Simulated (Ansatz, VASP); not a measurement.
# Hg: VASP beside Ansatz

```xyz
3
Lattice="5.2014 0.0000 0.0000 -2.6007 4.5046 0.0000 0.0000 0.0000 3.0420" Properties=species:S:1:pos:R:3 pbc="T T T"
Hg    2.6007    4.5046    0.0000
Hg    0.0000    3.0030    1.5210
Hg    2.6007    1.5015    1.5210
```

Alike in both runs: task single point; functional r2SCAN; k mesh 8 × 8 × 11; occupations fermi-dirac, width 0.1 eV; no spin polarisation.

|  | VASP | Ansatz |
| --- | --- | --- |
| version | VASP 6.6.1 | Ansatz 0.2.0 |
| potentials or method | VASP PAW PBE potentials, release 64 (Hg), cutoff 520 eV | plane waves (500 eV) with PAW, scalar-relativistic |
| valence electrons in the cell | 36 | 60 |

Ansatz gave:

| Property | Result |
| --- | --- |
| pressure (GPa) | 4.0 |
| traceless stress, the component that is largest in VASP (GPa) | -0.18 |

Q: Which values does VASP return?

A: Pressure (GPa): 4.5; traceless stress, the component that is largest in VASP (GPa): -0.13.

VASP's potentials were made for PBE, not for r2SCAN. VASP's potentials hold 36 valence electrons a cell and Ansatz's 60, so a difference there can come from the potentials and not from the codes.

Neither program's run includes spin-orbit coupling.
